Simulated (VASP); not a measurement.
# BaS (Fm-3m) in VASP: notebook

BaS is run at these levels: PBE, PBEsol; tasks: single point.

All numbers are computed with VASP 6.6.1; they aren't measurements. Logs are shortened: lines on timing, memory, paths and dates and some standing lists are left out, and cuts for length are marked.

**1. The cell of the first run**

The structure is cubic, space group Fm-3m (No. 225). Conventional cell: a = 6.428 Å, b = 6.428 Å, c = 6.428 Å, α = 90.00°, β = 90.00°, γ = 90.00°. Ba (site symmetry m-3m) has 6 S at 3.21 Å within 4.2 Å. Within 4.2 Å of S (site symmetry m-3m) lie 6 Ba at 3.21 Å.

**2. Single point, PBE**

Input file INCAR:

```
SYSTEM = BaS
ALGO = Normal
EDIFF = 1E-6
ENCUT = 520
GGA = PE
ISIF = 2
ISMEAR = 0
LASPH = .True.
LCHARG = .False.
LREAL = .False.
LWAVE = .False.
NBANDS = 15
NELM = 80
PREC = Accurate
SIGMA = 0.05
```

Input file KPOINTS:

```
k-points
0
Gamma
  10 10 10
  0 0 0
```

Input file POSCAR:

```
BaS
1.0
    0.0000000000      3.2142043034      3.2142043034
    3.2142043034      0.0000000000      3.2142043034
    3.2142043034      3.2142043034      0.0000000000
Ba S
1 1
Direct
    0.5000000000      0.5000000000      0.5000000000
    0.0000000000      0.0000000000      0.0000000000
```

Potentials or basis: VASP PAW PBE potentials, release 64 (Ba_sv, S).

Started as:

```console
cat potpaw_PBE.64/Ba_sv/POTCAR potpaw_PBE.64/S/POTCAR > POTCAR
mpirun -np 1 vasp_std > vasp.out
```

OUTCAR:

```text
SYSTEM = BaS
   EDIFF = 1E-6
   ENCUT = 520
   GGA = PE
   ISIF = 2
   ISMEAR = 0
   LASPH = .True.
   LREAL = .False.
   NELM = 80
   PREC = Accurate

 ion  position               nearest neighbor table
   1  0.500  0.500  0.500-   2 3.21   2 3.21   2 3.21   2 3.21   2 3.21   2 3.21
   2  0.000  0.000  0.000-   1 3.21   1 3.21   1 3.21   1 3.21   1 3.21   1 3.21

  LATTYP: Found a face centered cubic cell.
 ALAT       =     6.4284086068

  Lattice vectors:

 A1 = (   0.0000000000,   3.2142043034,   3.2142043034)
 A2 = (   3.2142043034,   0.0000000000,   3.2142043034)
 A3 = (   3.2142043034,   3.2142043034,   0.0000000000)

Analysis of symmetry for initial positions (statically):
=====================================================================
 Subroutine PRICEL returns:
 Original cell was already a primitive cell.

 Routine SETGRP: Setting up the symmetry group for a
 face centered cubic supercell.

 Subroutine GETGRP returns: Found 48 space group operations
 (whereof 48 operations were pure point group operations)
 out of a pool of 48 trial point group operations.

The static configuration has the point symmetry O_h .

Analysis of symmetry for dynamics (positions and initial velocities):
=====================================================================
 Subroutine PRICEL returns:
 Original cell was already a primitive cell.

 Routine SETGRP: Setting up the symmetry group for a
 face centered cubic supercell.

 Subroutine GETGRP returns: Found 48 space group operations
 (whereof 48 operations were pure point group operations)
 out of a pool of 48 trial point group operations.

The dynamic configuration has the point symmetry O_h .

 Subroutine INISYM returns: Found 48 space group operations
 (whereof 48 operations are pure point group operations),
 and found     1 'primitive' translations

----------------------------------------------------------------------------------------

                                     Primitive cell

  volume of cell :      66.4126

  direct lattice vectors                    reciprocal lattice vectors
     0.000000000  3.214204303  3.214204303    -0.155559496  0.155559496  0.155559496
     3.214204303  0.000000000  3.214204303     0.155559496 -0.155559496  0.155559496
     3.214204303  3.214204303  0.000000000     0.155559496  0.155559496 -0.155559496

  length of vectors
     4.545571318  4.545571318  4.545571318     0.269436950  0.269436950  0.269436950

  position of ions in fractional coordinates (direct lattice)
     0.500000000  0.500000000  0.500000000
     0.000000000  0.000000000  0.000000000

  ion indices of the primitive-cell ions
   primitive index   ion index
                 1           1
                 2           2

----------------------------------------------------------------------------------------

 KPOINTS: k-points

Automatic generation of k-mesh.
 Grid dimensions read from file:
 generate k-points for:   10   10   10

 Generating k-lattice:

  Cartesian coordinates                     Fractional coordinates (reciprocal lattice)
    -0.015555950  0.015555950  0.015555950     0.100000000  0.000000000  0.000000000
     0.015555950 -0.015555950  0.015555950     0.000000000  0.100000000  0.000000000
     0.015555950  0.015555950 -0.015555950     0.000000000  0.000000000  0.100000000

  Length of vectors
     0.026943695  0.026943695  0.026943695

  Shift w.r.t. Gamma in fractional coordinates (k-lattice)
     0.000000000  0.000000000  0.000000000

 Subroutine IBZKPT returns following result:
 ===========================================

 Found     47 irreducible k-points:

 Following reciprocal coordinates:
            Coordinates               Weight
  0.000000  0.000000  0.000000      1.000000
  0.100000  0.000000  0.000000      8.000000
  0.200000  0.000000  0.000000      8.000000
  0.300000  0.000000  0.000000      8.000000
  0.400000  0.000000  0.000000      8.000000
  0.500000  0.000000  0.000000      4.000000
[... 16 lines left out ...]
  0.300000  0.300000  0.000000      6.000000
  0.400000  0.300000  0.000000     24.000000
 [... further k-points ...]
   k-points           NKPTS =     47   k-points in BZ     NKDIM =     47   number of bands    NBANDS=     15
   number of dos      NEDOS =    301   number of ions     NIONS =      2
   total plane-waves  NPLWV =  46656
   dimension x,y,z NGX =    36 NGY =   36 NGZ =   36
   dimension x,y,z NGXF=    72 NGYF=   72 NGZF=   72
   ions per type =               1   1
   NGX,Y,Z   is equivalent  to a cutoff of  13.17, 13.17, 13.17 a.u.
   NGXF,Y,Z  is equivalent  to a cutoff of  26.33, 26.33, 26.33 a.u.
 SYSTEM =  BaS
   PREC   = accura    normal or accurate (medium, high low for compatibility)
   ISTART =      0    job   : 0-new  1-cont  2-samecut
   ICHARG =      2    charge: 1-file 2-atom 10-const
   ISPIN  =      1    spin polarized calculation?
   LNONCOLLINEAR =      F non collinear calculations
   LSORBIT =      F    spin-orbit coupling
   LASPH  =      T    aspherical Exc in radial PAW
   ENCUT  =  520.0 eV  38.22 Ry    6.18 a.u.   8.45  8.45  8.45*2*pi/ulx,y,z
   NELM   =     80;   NELMIN=  2; NELMDL= -5     # of ELM steps
   EDIFF  = 0.1E-05   stopping-criterion for ELM
   LREAL  =      F    real-space projection
[... 7 lines left out ...]
   TEBEG  =    0.0;   TEEND  =   0.0 temperature during run
   PSTRESS=    0.0 pullay stress
   NELECT =      16.0000    total number of electrons
   NUPDOWN=      -1.0000    fix difference up-down
   EMIN   =  10.00;   EMAX   =-10.00  energy-range for DOS
   EFERMI =   0.00;   METHOD = LEGACY
   ISMEAR =     0;   SIGMA  =   0.05  broadening in eV -4-tet -1-fermi 0-gaus
   EFERMI_NEDOS =   21; number of points for ismear=-14 and -15
   IALGO  =     38    algorithm
   IMIX   =      4    mixing-type and parameters
     AMIX     =   0.40;   BMIX     =  1.00
     AMIX_MAG =   1.60;   BMIX_MAG =  1.00
  volume/ion in A,a.u.               =      33.21       224.09
  Fermi-wavevector in a.u.,A,eV,Ry     =   1.018665  1.924998 14.118469  1.037678
  Thomas-Fermi vector in A             =   2.152135
   LORBIT       =      0    0 simple, 1 ext, 2 COOP (PROOUT), +10 PAW based schemes
   GGA     = PE    functional components
   LHFCALC =     F    Hartree Fock is set to
   AEXX    =    0.0000 exact exchange contribution
   IVDW    =     0    specifies the selected vdW correction
   LEPSILON=     F    determine dielectric tensor
   LRPA    =     F    only Hartree local field effects (RPA)
 non-spin polarized calculation
 Gauss-broadening in eV      SIGMA  =   0.05
  energy-cutoff  :      520.00
  volume of cell :       66.41
 maximum number of plane-waves:      1816
 NGX is ok and might be reduce to    36
   NGX = 17   NGY = 17   NGZ = 17

 number of electron      16.0000002 magnetization

 Free energy of the ion-electron system (eV)
  ---------------------------------------------------
  ext. energy  EPLUGINS =         0.00000000
  ---------------------------------------------------
  free energy    TOTEN  =       -10.19266057 eV

  energy without entropy =      -10.19266057  energy(sigma->0) =      -10.19266057

 E-fermi :   1.5539     XC(G=0):  -8.5465

 val. band max:        1.3554410119   @ k =   0.0000   0.0000   0.0000
 cond. band min:       3.4940582186   @ k =   0.5000   0.5000   0.0000
 fundamental gap:      2.1386172067
 Fermi energy:         1.5538518436

 k-point     1 :       0.0000    0.0000    0.0000
  band No.  band energies     occupation
      1     -24.7802      2.00000
      2      -9.8379      2.00000
      3      -9.8379      2.00000
      4      -9.8379      2.00000
      5      -8.9757      2.00000
      6       1.3554      2.00000
      7       1.3554      2.00000
      8       1.3554      2.00000
      9       4.8622      0.00000
     10       5.2209      0.00000
     11       5.2209      0.00000
     12       5.2209      0.00000
     13       6.1267      0.00000
     14       6.1267      0.00000
     15      10.0568      0.00000

 k-point     2 :       0.1000    0.0000    0.0000
  band No.  band energies     occupation
      1     -24.7764      2.00000
      2     -10.0262      2.00000
      3      -9.8414      2.00000
      4      -9.8414      2.00000
      5      -8.7786      2.00000
      6       1.0833      2.00000
      7       1.2206      2.00000
      8       1.2206      2.00000
      9       5.1557      0.00000
     10       5.3190      0.00000
     11       5.3682      0.00000
     12       5.3682      0.00000
     13       6.4139      0.00000
     14       6.4139      0.00000
     15      10.4553      0.00000

 k-point     3 :       0.2000    0.0000    0.0000
  band No.  band energies     occupation
      1     -24.7663      2.00000
      2     -10.3525      2.00000
      3      -9.8506      2.00000
      4      -9.8506      2.00000
      5      -8.4286      2.00000
      6       0.5186      2.00000
      7       0.9152      2.00000
      8       0.9152      2.00000
      9       5.3094      0.00000
     10       5.7881      0.00000
     11       5.7881      0.00000
     12       6.1471      0.00000
     13       7.1759      0.00000
     14       7.1759      0.00000
     15      11.4506      0.00000
[... 343 lines left out ...]
 k-point    23 :       0.3000    0.3000    0.0000
  band No.  band energies     occupation
      1     -24.7456      2.00000
      2     -10.4073      2.00000
      3      -9.9549      2.00000
      4      -9.9549      2.00000
      5      -8.4751      2.00000
      6       0.1369      2.00000
      7       1.1783      2.00000
      8       1.1783      2.00000
      9       3.9389      0.00000
     10       6.2868      0.00000
     11       6.7893      0.00000
     12       7.6332      0.00000
     13       7.6332      0.00000
     14       9.9426      0.00000
     15      11.6261      0.00000

 k-point    24 :       0.4000    0.3000    0.0000
  band No.  band energies     occupation
      1     -24.7378      2.00000
      2     -10.4377      2.00000
      3      -9.9945      2.00000
      4      -9.9722      2.00000
      5      -8.5083      2.00000
      6       0.2848      2.00000
      7       1.0207      2.00000
      8       1.0847      2.00000
      9       3.9539      0.00000
     10       6.8211      0.00000
     11       7.1955      0.00000
     12       8.0729      0.00000
     13       8.1399      0.00000
     14       9.9979      0.00000
     15      10.3915      0.00000

 [... further k-points ...]
[... 5 lines left out ...]
  --------------------------------------------------------------------------------------
  -------------------------------------------------------------------------------------
  Total        0.2280960      0.2280960      0.2280960      0.0000000      0.0000000      0.0000000
  in kB        5.5027248      5.5027248      5.5027248      0.0000000      0.0000000      0.0000000
  external PRESSURE =       5.5027248 kB  Pullay stress =       0.0000000 kB

 VOLUME and BASIS-vectors are now :
 -----------------------------------------------------------------------------
  energy-cutoff  :      520.00
  volume of cell :       66.41
      direct lattice vectors                 reciprocal lattice vectors
     0.000000000  3.214204303  3.214204303    -0.155559496  0.155559496  0.155559496
     3.214204303  0.000000000  3.214204303     0.155559496 -0.155559496  0.155559496
     3.214204303  3.214204303  0.000000000     0.155559496  0.155559496 -0.155559496

 POSITION                                       TOTAL-FORCE (eV/Angst)
 -----------------------------------------------------------------------------------
      3.21420      3.21420      3.21420        -0.000000      0.000000     -0.000000
      0.00000      0.00000      0.00000         0.000000      0.000000      0.000000
 -----------------------------------------------------------------------------------
    total drift:                                0.000000      0.000000      0.000000

  FREE ENERGIE OF THE ION-ELECTRON SYSTEM (eV)
  ---------------------------------------------------
  free  energy   TOTEN  =       -10.1926605726 eV

  energy  without entropy=      -10.1926605725  energy(sigma->0) =      -10.19266057
```

Run time: 49 s. Hardware: 1 thread of AMD EPYC 7R43 (Zen 3), shared host; peak memory 0.19 GiB.

What came out:

```yaml
Free_energy: -10.1927 eV
Pressure: 0.6 GPa
Band_gap_on_the_k_mesh: 2.14 eV, indirect (least direct gap 2.28 eV)
```

Caveat: spin-orbit coupling is left out, which moves the levels of the heavy elements.

**3. Single point, PBEsol**

Input file INCAR:

```
SYSTEM = BaS
PREC     = Accurate       ! precision mode
ENCUT    = 520            ! plane-wave cutoff, eV
EDIFF    = 1E-6           ! SCF threshold, eV
ISMEAR   = 0              ! smearing method
SIGMA    = 0.05           ! smearing width, eV
LREAL    = .False.        ! projectors in reciprocal space
LASPH    = .True.         ! aspherical terms in the spheres
NELM     = 60             ! most SCF steps
ALGO     = Normal         ! electronic algorithm
ISIF     = 2              ! what is computed and relaxed
LWAVE    = .False.        ! write WAVECAR
LCHARG   = .False.        ! write CHGCAR
GGA      = PS             ! functional
NBANDS   = 15             ! bands
```

Input file KPOINTS:

```
Automatic mesh
0
Gamma
  10 10 10
  0 0 0
```

POSCAR is that of step 2.

Potentials or basis: VASP PAW PBE potentials, release 64 (Ba_sv, S).

Started as:

```console
cat potpaw_PBE.64/Ba_sv/POTCAR potpaw_PBE.64/S/POTCAR > POTCAR
mpirun -np 1 vasp_std > vasp.out
```

Wall time 52 s (1 thread of AMD EPYC 7R43 (Zen 3), shared host); peak memory 0.19 GiB.

The run converged. Its results:

```
Free energy            : -10.7109 eV
Pressure               : -1.3 GPa
Band gap on the k mesh : 2.02 eV, indirect (least direct gap 2.17 eV)
```

Levels at points of the mesh, in eV from the valence-band top:
```tsv
k point	band 6	band 7	band 8	band 9	band 10	band 11
(0.00, 0.00, 0.00)	0.00	0.00	0.00	3.32	3.78	3.78
(0.50, 0.00, 0.00)	-1.95	-1.07	-1.07	5.40	5.47	6.19
(0.50, 0.50, 0.00)	-0.56	-0.15	-0.15	2.02	5.81	5.85
```

Caveat: the PAW data sets were made with another functional, which shifts forces and pressure a little; spin-orbit coupling is left out, which moves the levels of the heavy elements. A k mesh can miss the band edges.
